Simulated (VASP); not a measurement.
# Al2Cu (Immm) in VASP: further runs, part 2 of 2

VASP 6.6.1. Earlier steps stand in the parts before.

### 4 Single point, r2SCAN (uniaxial strain along a: +6.0 %)

Contents of POSCAR:

```
Al2Cu
1.0
    3.0390979120      3.0390979120      0.0000000000
   -2.8240673994      2.8240673994      0.0000000000
    0.0000000000      0.0000000000      5.6481347988
Al Cu
4 2
Direct
    0.5000000000      0.0000000000      0.2527550473
    0.0000000000      0.5000000000      0.2472449527
    0.0000000000      0.5000000000      0.7527550473
    0.5000000000      0.0000000000      0.7472449527
    0.0000000000      0.0000000000      0.5000000000
    0.5000000000      0.5000000000      0.0000000000
```

Contents of INCAR.step1:

```
  PREC = Accurate
  ENCUT = 520
  ISMEAR = 0
  SIGMA = 0.1
  LREAL = F
  LASPH = T
  NELM = 80
  NBANDS = 26
  GGA = PE
  ALGO = Normal
  EDIFF = 1E-4
  LWAVE = T
  LCHARG = F
```

Contents of INCAR.step2:

```
  PREC = Accurate
  ENCUT = 520
  EDIFF = 1E-7
  ISMEAR = 0
  SIGMA = 0.1
  LREAL = F
  LASPH = T
  NELM = 80
  ALGO = Normal
  ISIF = 2
  LWAVE = F
  LCHARG = F
  METAGGA = R2SCAN
  LMIXTAU = T
  NBANDS = 26
  ISTART = 1
```

Contents of KPOINTS:

```
Automatic mesh
0
Gamma
  10 10 6
```

Potentials or basis: VASP PAW PBE potentials, release 64 (Al, Cu).

Started as:

```sh
> cat potpaw_PBE.64/Al/POTCAR potpaw_PBE.64/Cu/POTCAR > POTCAR
> cp INCAR.step1 INCAR
> mpirun -np 1 vasp_std > vasp.out
> cp INCAR.step2 INCAR
> mpirun -np 1 vasp_std > vasp.out
```

OUTCAR:

```text
PREC = Accurate
   ENCUT = 520
   EDIFF = 1E-7
   ISMEAR = 0
   LREAL = F
   LASPH = T
   NELM = 80
   ISIF = 2
   METAGGA = R2SCAN
   ISTART = 1

 ion  position               nearest neighbor table
   1  0.500  0.000  0.253-   6 2.45   6 2.45   5 2.56   5 2.56   4 2.79   4 2.86   2 2.93   2 2.93
                             2 2.93   2 2.93
   2  0.000  0.500  0.247-   5 2.45   5 2.45   6 2.56   6 2.56   3 2.79   3 2.86   1 2.93   1 2.93
                             1 2.93   1 2.93
   3  0.000  0.500  0.753-   5 2.45   5 2.45   6 2.56   6 2.56   2 2.79   2 2.86   4 2.93   4 2.93
                             4 2.93   4 2.93
   4  0.500  0.000  0.747-   6 2.45   6 2.45   5 2.56   5 2.56   1 2.79   1 2.86   3 2.93   3 2.93
                             3 2.93   3 2.93
   5  0.000  0.000  0.500-   2 2.45   3 2.45   2 2.45   3 2.45   1 2.56   4 2.56   1 2.56   4 2.56

   6  0.500  0.500  0.000-   1 2.45   4 2.45   1 2.45   4 2.45   3 2.56   2 2.56   2 2.56   3 2.56

  LATTYP: Found a simple orthorhombic cell.
 ALAT       =     3.9938344173
 B/A-ratio  =     1.0761421320
 C/A-ratio  =     1.4142135624

  Lattice vectors:

 A1 = (   2.8240673994,  -2.8240673994,   0.0000000000)
 A2 = (   3.0390979120,   3.0390979120,   0.0000000000)
 A3 = (   0.0000000000,   0.0000000000,   5.6481347988)

Analysis of symmetry for initial positions (statically):
=====================================================================
 Subroutine PRICEL returns following result:

  LATTYP: Found a body centered orthorhombic cell.
 ALAT       =     3.9938344173
 B/A-ratio  =     1.0761421320
 C/A-ratio  =     1.4142135624

  Lattice vectors:

 A1 = (   2.9315826557,   0.1075152563,  -2.8240673994)
 A2 = (  -2.9315826557,  -0.1075152563,  -2.8240673994)
 A3 = (   0.1075152563,   2.9315826557,   2.8240673994)

   2 primitive cells build up your supercell.

 Routine SETGRP: Setting up the symmetry group for a
 simple orthorhombic supercell.

 Subroutine GETGRP returns: Found  8 space group operations
 (whereof  8 operations were pure point group operations)
 out of a pool of  8 trial point group operations.

The static configuration has the point symmetry D_2h.

Analysis of symmetry for dynamics (positions and initial velocities):
=====================================================================
 Subroutine PRICEL returns following result:

  LATTYP: Found a body centered orthorhombic cell.
 ALAT       =     3.9938344173
 B/A-ratio  =     1.0761421320
 C/A-ratio  =     1.4142135624

  Lattice vectors:

 A1 = (   2.9315826557,   0.1075152563,  -2.8240673994)
 A2 = (  -2.9315826557,  -0.1075152563,  -2.8240673994)
 A3 = (   0.1075152563,   2.9315826557,   2.8240673994)

   2 primitive cells build up your supercell.

 Routine SETGRP: Setting up the symmetry group for a
 simple orthorhombic supercell.

 Subroutine GETGRP returns: Found  8 space group operations
 (whereof  8 operations were pure point group operations)
 out of a pool of  8 trial point group operations.

The dynamic configuration has the point symmetry D_2h.

 Subroutine INISYM returns: Found  8 space group operations
 (whereof  8 operations are pure point group operations),
 and found     2 'primitive' translations

[... 52 lines left out ...]
            Coordinates               Weight
  0.000000  0.000000  0.000000      1.000000
  0.100000  0.000000  0.000000      2.000000
  0.200000  0.000000  0.000000      2.000000
  0.300000  0.000000  0.000000      2.000000
  0.400000  0.000000  0.000000      2.000000
  0.500000  0.000000  0.000000      1.000000
[... 16 lines left out ...]
  0.400000  0.300000  0.000000      4.000000
  0.500000  0.300000  0.000000      2.000000
 [... further k-points ...]
   k-points           NKPTS =    144   k-points in BZ     NKDIM =    144   number of bands    NBANDS=     26
   number of dos      NEDOS =    301   number of ions     NIONS =      6
   total plane-waves  NPLWV =  40320
   dimension x,y,z NGX =    32 NGY =   30 NGZ =   42
   dimension x,y,z NGXF=    64 NGYF=   60 NGZF=   84
   ions per type =               4   2
   NGX,Y,Z   is equivalent  to a cutoff of  12.38, 12.49, 12.36 a.u.
   NGXF,Y,Z  is equivalent  to a cutoff of  24.76, 24.98, 24.72 a.u.
 SYSTEM =  unknown system
   PREC   = accura    normal or accurate (medium, high low for compatibility)
   ISTART =      1    job   : 0-new  1-cont  2-samecut
   ICHARG =      0    charge: 1-file 2-atom 10-const
   ISPIN  =      1    spin polarized calculation?
   LNONCOLLINEAR =      F non collinear calculations
   LSORBIT =      F    spin-orbit coupling
   LASPH  =      T    aspherical Exc in radial PAW
   ENCUT  =  520.0 eV  38.22 Ry    6.18 a.u.   7.99  7.43 10.50*2*pi/ulx,y,z
   NELM   =     80;   NELMIN=  2; NELMDL=  0     # of ELM steps
   EDIFF  = 0.1E-06   stopping-criterion for ELM
   LREAL  =      F    real-space projection
   EDIFFG = 0.1E-05   stopping-criterion for IOM
   NSW    =      0    number of steps for IOM
   IBRION =     -1    ionic relax: 0-MD 1-quasi-New 2-CG
   NFREE  =      0    steps in history (QN), initial steepest desc. (CG)
   ISIF   =      2    stress and relaxation
   ISYM   =      2    0-nonsym 1-usesym 2-fastsym
   POTIM  = 0.5000    time-step for ionic-motion
   TEBEG  =    0.0;   TEEND  =   0.0 temperature during run
   PSTRESS=    0.0 pullay stress
   NELECT =      34.0000    total number of electrons
   NUPDOWN=      -1.0000    fix difference up-down
   EMIN   =  10.00;   EMAX   =-10.00  energy-range for DOS
   EFERMI =   0.00;   METHOD = LEGACY
   ISMEAR =     0;   SIGMA  =   0.10  broadening in eV -4-tet -1-fermi 0-gaus
   EFERMI_NEDOS =   21; number of points for ismear=-14 and -15
   IALGO  =     38    algorithm
   IMIX   =      4    mixing-type and parameters
     AMIX     =   0.40;   BMIX     =  1.00
     AMIX_MAG =   1.60;   BMIX_MAG =  1.00
  volume/ion in A,a.u.               =      16.16       109.04
  Fermi-wavevector in a.u.,A,eV,Ry     =   1.154471  2.181633 18.133876  1.332802
  Thomas-Fermi vector in A             =   2.291107
   LORBIT       =      0    0 simple, 1 ext, 2 COOP (PROOUT), +10 PAW based schemes
   METAGGA = R2SCAN    functional components
   LHFCALC =     F    Hartree Fock is set to
   AEXX    =    0.0000 exact exchange contribution
   IVDW    =     0    specifies the selected vdW correction
   LEPSILON=     F    determine dielectric tensor
   LRPA    =     F    only Hartree local field effects (RPA)
 non-spin polarized calculation
 Gauss-broadening in eV      SIGMA  =   0.10
  energy-cutoff  :      520.00
  volume of cell :       96.95
 maximum number of plane-waves:      2656
 NGX is ok and might be reduce to    32
   NGX = 15   NGY = 15   NGZ = 21

 number of electron      34.0000020 magnetization

 Free energy of the ion-electron system (eV)
  ---------------------------------------------------
  ext. energy  EPLUGINS =         0.00000000
  ---------------------------------------------------
  free energy    TOTEN  =       -49.65344357 eV

  energy without entropy =      -49.64452811  energy(sigma->0) =      -49.64898584

 E-fermi :   6.7853     XC(G=0): -11.1024

 val. band max:        6.7785397986   @ k =   0.0000   0.1000   0.3333
 cond. band min:       6.7938078336   @ k =   0.1000   0.4000   0.0000
 fundamental gap:      0.0152680350
 Fermi energy:         6.7852596702

 k-point     1 :       0.0000    0.0000    0.0000
  band No.  band energies     occupation
      1      -3.8462      2.00000
      2       0.7307      2.00000
      3       0.7712      2.00000
      4       1.4584      2.00000
      5       2.1016      2.00000
      6       2.1349      2.00000
[... 685 lines left out ...]
     25      16.1754      0.00000
     26      16.1754      0.00000

 [... further k-points ...]

------------------------ aborting loop because EDIFF is reached ----------------------------------------

  FORCE on cell =-STRESS in cart. coord.  units (eV):
  Direction    XX          YY          ZZ          XY          YZ          ZX
  --------------------------------------------------------------------------------------
  -------------------------------------------------------------------------------------
  Total       -2.3178291     -2.3178291      0.0578802     -3.9678001      0.0000000      0.0000000
  in kB      -38.3033883    -38.3033883      0.9565018    -65.5700583      0.0000000      0.0000000
  external PRESSURE =     -25.2167583 kB  Pullay stress =       0.0000000 kB

 VOLUME and BASIS-vectors are now :
 -----------------------------------------------------------------------------
  energy-cutoff  :      520.00
  volume of cell :       96.95
      direct lattice vectors                 reciprocal lattice vectors
     3.039097912  3.039097912  0.000000000     0.164522505  0.164522505  0.000000000
    -2.824067399  2.824067399  0.000000000    -0.177049599  0.177049599  0.000000000
     0.000000000  0.000000000  5.648134799     0.000000000  0.000000000  0.177049599

 POSITION                                       TOTAL-FORCE (eV/Angst)
 -----------------------------------------------------------------------------------
      1.51955      1.51955      1.42759         0.000000      0.000000      0.147642
     -1.41203      1.41203      1.39647         0.000000      0.000000     -0.147642
     -1.41203      1.41203      4.25166         0.000000      0.000000      0.147642
      1.51955      1.51955      4.22054         0.000000      0.000000     -0.147642
      0.00000      0.00000      2.82407         0.000000      0.000000      0.000000
      0.10752      2.93158      0.00000        -0.000000     -0.000000      0.000000
 -----------------------------------------------------------------------------------
    total drift:                                0.000000     -0.000000     -0.000000

  FREE ENERGIE OF THE ION-ELECTRON SYSTEM (eV)
  ---------------------------------------------------
  free  energy   TOTEN  =       -49.6534435656 eV

  energy  without entropy=      -49.6445281080  energy(sigma->0) =      -49.64898584
```

Run time: 13 min. Hardware: 1 thread of AMD EPYC 9R45 (Zen 5), shared host; peak memory 0.39 GiB.

What came out:

| Property | Result |
| --- | --- |
| Free energy | -49.6534 eV |
| Pressure | -2.5 GPa |
| Largest force | 0.148 eV/Å |
| Band gap on the k mesh | zero (bands 17 and 18 overlap by 4.38 eV) |

Forces in eV/Å, atoms in the order of the input:
```
Al   0.000  0.000  0.148
Al   0.000  0.000 -0.148
Al   0.000  0.000  0.148
Al   0.000  0.000 -0.148
Cu   0.000  0.000  0.000
Cu   0.000  0.000  0.000
```

Stress tensor (GPa, compression positive):
```
-3.83 -6.56  0.00
-6.56 -3.83  0.00
 0.00  0.00  0.10
```

Caveat: the cell differs from its parent crystal (uniaxial strain along a: +6.0 %); the PAW data sets were made with another functional, which shifts forces and pressure a little.

### 5 The runs side by side

```tsv
cell	gap on the mesh (eV)	pressure (GPa)
a = 3.892, b = 4.085, c = 5.831 Å, 6 atoms, atomic positions A	none	1.8
a = 4.217, b = 4.056, c = 5.651 Å, 6 atoms, atomic positions B	none	-2.5
a = 4.298, b = 3.994, c = 5.648 Å, 6 atoms, atomic positions B	none	-2.5
```

Alike in all rows: task single point; level r2SCAN; potentials or basis VASP PAW PBE potentials, release 64 (Al, Cu); no spin polarisation; k mesh 10 × 10 × 6; cutoff (eV) 520; smearing gaussian 0.1 eV.

Caveats: the PAW data sets were made with another functional, which shifts forces and pressure a little.

Total energies depend on the potentials used, so only differences within one code and one set of settings carry meaning.

The gap in the log of VASP goes by the Fermi energy; the results here count the filled bands.